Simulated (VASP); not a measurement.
# K6SbP (Fm-3m) in VASP: a series of runs

The runs below take K6SbP through single point, relaxation of cell and atoms, with PBE.

Everything below comes from runs of VASP 6.6.1. Logs are shortened: lines on timing, memory, paths and dates and some standing lists are left out, and cuts for length are marked.

## (1) The cell of the first run

Symmetry: Fm-3m, No. 225, cubic system. The conventional cell has a = 10.937 Å, b = 10.937 Å, c = 10.937 Å, α = 90.00°, β = 90.00°, γ = 90.00°. Within 3.6 Å of K (site symmetry 4mm) lie 1 Sb at 2.73 Å and 1 P at 2.73 Å. Within 3.6 Å of Sb (site symmetry m-3m) lie 6 K at 2.73 Å. P (site symmetry m-3m) has 6 K at 2.73 Å within 3.6 Å.

The cell was generated, and may not be a known phase.

## (2) Single point, PBE

INCAR

```
SYSTEM = K6SbP
PREC = Accurate ; ENCUT = 520
EDIFF = 1E-6 ; ISMEAR = 0
SIGMA = 0.1 ; LREAL = .False.
LASPH = .True. ; NELM = 60
ALGO = Normal ; ISIF = 2
LWAVE = .False. ; LCHARG = .False.
GGA = PE ; NBANDS = 42
```

KPOINTS

```
Automatic mesh
0
Gamma
  4 4 4
  0 0 0
```

POSCAR

```
K6SbP
1.0
    0.0000000000      5.4683746600      5.4683746600
    5.4683746600      0.0000000000      5.4683746600
    5.4683746600      5.4683746600      0.0000000000
K Sb P
6 1 1
Direct
    0.7500000000      0.2500000000      0.2500000000
    0.2500000000      0.7500000000      0.2500000000
    0.2500000000      0.7500000000      0.7500000000
    0.7500000000      0.2500000000      0.7500000000
    0.2500000000      0.2500000000      0.7500000000
    0.7500000000      0.7500000000      0.2500000000
    0.5000000000      0.5000000000      0.5000000000
    0.0000000000      0.0000000000      0.0000000000
```

Potentials or basis: VASP PAW PBE potentials, release 64 (K_sv, Sb, P).

Started as:

```sh
> cat potpaw_PBE.64/K_sv/POTCAR potpaw_PBE.64/Sb/POTCAR potpaw_PBE.64/P/POTCAR > POTCAR
> mpirun -np 1 vasp_std > vasp.out
```

OUTCAR:

```text
SYSTEM = K6SbP
   PREC = Accurate
   ENCUT = 520
   EDIFF = 1E-6
   ISMEAR = 0
   LREAL = .False.
   LASPH = .True.
   NELM = 60
   ISIF = 2
   GGA = PE

 ion  position               nearest neighbor table
   1  0.750  0.250  0.250-   7 2.73   8 2.73
   2  0.250  0.750  0.250-   7 2.73   8 2.73
   3  0.250  0.750  0.750-   7 2.73   8 2.73
   4  0.750  0.250  0.750-   7 2.73   8 2.73
   5  0.250  0.250  0.750-   7 2.73   8 2.73
   6  0.750  0.750  0.250-   7 2.73   8 2.73
   7  0.500  0.500  0.500-   1 2.73   2 2.73   3 2.73   4 2.73   5 2.73   6 2.73
   8  0.000  0.000  0.000-   1 2.73   2 2.73   3 2.73   4 2.73   5 2.73   6 2.73

  LATTYP: Found a face centered cubic cell.
 ALAT       =    10.9367493200

  Lattice vectors:

 A1 = (   0.0000000000,   5.4683746600,   5.4683746600)
 A2 = (   5.4683746600,   0.0000000000,   5.4683746600)
 A3 = (   5.4683746600,   5.4683746600,   0.0000000000)

Analysis of symmetry for initial positions (statically):
=====================================================================
 Subroutine PRICEL returns:
 Original cell was already a primitive cell.

 Routine SETGRP: Setting up the symmetry group for a
 face centered cubic supercell.

 Subroutine GETGRP returns: Found 48 space group operations
 (whereof 48 operations were pure point group operations)
 out of a pool of 48 trial point group operations.

The static configuration has the point symmetry O_h .

Analysis of symmetry for dynamics (positions and initial velocities):
=====================================================================
 Subroutine PRICEL returns:
 Original cell was already a primitive cell.

 Routine SETGRP: Setting up the symmetry group for a
 face centered cubic supercell.

 Subroutine GETGRP returns: Found 48 space group operations
 (whereof 48 operations were pure point group operations)
 out of a pool of 48 trial point group operations.

The dynamic configuration has the point symmetry O_h .

 Subroutine INISYM returns: Found 48 space group operations
 (whereof 48 operations are pure point group operations),
 and found     1 'primitive' translations

----------------------------------------------------------------------------------------

                                     Primitive cell
[... 88 lines left out ...]
   EDIFFG = 0.1E-04   stopping-criterion for IOM
   NSW    =      0    number of steps for IOM
   IBRION =     -1    ionic relax: 0-MD 1-quasi-New 2-CG
   NFREE  =      0    steps in history (QN), initial steepest desc. (CG)
   ISIF   =      2    stress and relaxation
   ISYM   =      2    0-nonsym 1-usesym 2-fastsym
   POTIM  = 0.5000    time-step for ionic-motion
   TEBEG  =    0.0;   TEEND  =   0.0 temperature during run
   PSTRESS=    0.0 pullay stress
   NELECT =      64.0000    total number of electrons
   NUPDOWN=      -1.0000    fix difference up-down
   EMIN   =  10.00;   EMAX   =-10.00  energy-range for DOS
   EFERMI =   0.00;   METHOD = LEGACY
   ISMEAR =     0;   SIGMA  =   0.10  broadening in eV -4-tet -1-fermi 0-gaus
   EFERMI_NEDOS =   21; number of points for ismear=-14 and -15
   IALGO  =     38    algorithm
   IMIX   =      4    mixing-type and parameters
     AMIX     =   0.40;   BMIX     =  1.00
     AMIX_MAG =   1.60;   BMIX_MAG =  1.00
  volume/ion in A,a.u.               =      40.88       275.87
  Fermi-wavevector in a.u.,A,eV,Ry     =   0.950459  1.796106 12.291117  0.903372
  Thomas-Fermi vector in A             =   2.078837
   LORBIT       =      0    0 simple, 1 ext, 2 COOP (PROOUT), +10 PAW based schemes
   GGA     = PE    functional components
   LHFCALC =     F    Hartree Fock is set to
   AEXX    =    0.0000 exact exchange contribution
   IVDW    =     0    specifies the selected vdW correction
   LEPSILON=     F    determine dielectric tensor
   LRPA    =     F    only Hartree local field effects (RPA)
 non-spin polarized calculation
 Gauss-broadening in eV      SIGMA  =   0.10
  energy-cutoff  :      520.00
  volume of cell :      327.04
 maximum number of plane-waves:      8836
 NGX is ok and might be reduce to    60
   NGX = 29   NGY = 29   NGZ = 29

 number of electron      64.0000003 magnetization

 Free energy of the ion-electron system (eV)
  ---------------------------------------------------
  ext. energy  EPLUGINS =         0.00000000
  ---------------------------------------------------
  free energy    TOTEN  =       -10.48238845 eV

  energy without entropy =      -10.46788379  energy(sigma->0) =      -10.47513612

 E-fermi :   1.5404     XC(G=0):  -6.7737

 val. band max:        1.5129059151   @ k =   0.2500   0.2500   0.0000
 cond. band min:       1.6348755240   @ k =   0.0000   0.0000   0.0000
 fundamental gap:      0.1219696089
 Fermi energy:         1.5404002672

 k-point     1 :       0.0000    0.0000    0.0000
  band No.  band energies     occupation
      1     -29.3443      2.00000
      2     -29.2992      2.00000
      3     -29.2992      2.00000
      4     -29.2992      2.00000
      5     -29.2763      2.00000
      6     -29.2763      2.00000
[... 349 lines left out ...]
     41       4.8823      0.00000
     42       4.8823      0.00000

------------------------ aborting loop because EDIFF is reached ----------------------------------------

  FORCE on cell =-STRESS in cart. coord.  units (eV):
  Direction    XX          YY          ZZ          XY          YZ          ZX
  --------------------------------------------------------------------------------------
  -------------------------------------------------------------------------------------
  Total       27.6534284     27.6534284     27.6534284      0.0000000     -0.0000000      0.0000000
  in kB      135.4736345    135.4736345    135.4736345      0.0000000     -0.0000000      0.0000000
  external PRESSURE =     135.4736345 kB  Pullay stress =       0.0000000 kB

 VOLUME and BASIS-vectors are now :
 -----------------------------------------------------------------------------
  energy-cutoff  :      520.00
  volume of cell :      327.04
      direct lattice vectors                 reciprocal lattice vectors
     0.000000000  5.468374660  5.468374660    -0.091434847  0.091434847  0.091434847
     5.468374660  0.000000000  5.468374660     0.091434847 -0.091434847  0.091434847
     5.468374660  5.468374660  0.000000000     0.091434847  0.091434847 -0.091434847

 POSITION                                       TOTAL-FORCE (eV/Angst)
 -----------------------------------------------------------------------------------
      2.73419      5.46837      5.46837        -1.510080     -0.000000      0.000000
      5.46837      2.73419      5.46837         0.000000     -1.510080      0.000000
      8.20256      5.46837      5.46837         1.510080     -0.000000      0.000000
      5.46837      8.20256      5.46837         0.000000      1.510080      0.000000
      5.46837      5.46837      2.73419         0.000000     -0.000000     -1.510080
      5.46837      5.46837      8.20256         0.000000     -0.000000      1.510080
      5.46837      5.46837      5.46837         0.000000      0.000000     -0.000000
      0.00000      0.00000      0.00000         0.000000     -0.000000      0.000000
 -----------------------------------------------------------------------------------
    total drift:                               -0.000000     -0.000000     -0.000000

  FREE ENERGIE OF THE ION-ELECTRON SYSTEM (eV)
  ---------------------------------------------------
  free  energy   TOTEN  =       -10.4823884547 eV

  energy  without entropy=      -10.4678837905  energy(sigma->0) =      -10.47513612
```

It took 2.2 min on 1 thread of AMD EPYC 9R45 (Zen 5), shared host; peak memory 0.48 GiB.

Results:

- Free energy: -10.4824 eV
- Pressure: 13.5 GPa
- Band gap on the k mesh: zero (bands 32 and 33 overlap by 0.12 eV)

Levels at points of the mesh, in eV from the Fermi level:
| k point | band 29 | band 30 | band 31 | band 32 | band 33 | band 34 | band 35 | band 36 |
| --- | --- | --- | --- | --- | --- | --- | --- | --- |
| (0.00, 0.00, 0.00) | -1.89 | -1.03 | 0.09 | 0.09 | 0.09 | 0.92 | 2.05 | 2.05 |
| (0.50, 0.00, 0.00) | -1.12 | -1.07 | -0.97 | -0.97 | 0.30 | 0.49 | 2.09 | 2.09 |
| (0.50, 0.50, 0.00) | -1.79 | -0.37 | -0.14 | -0.14 | 0.61 | 0.68 | 0.68 | 1.94 |

Caveat: the cell stands under pressure; semilocal functionals underestimate gaps, and a narrow one can read as zero; spin-orbit coupling is left out, which moves the levels of the heavy elements.

(Continued in part 2 of 2.)

The gap in the log of VASP goes by the Fermi energy; the results here count the filled bands.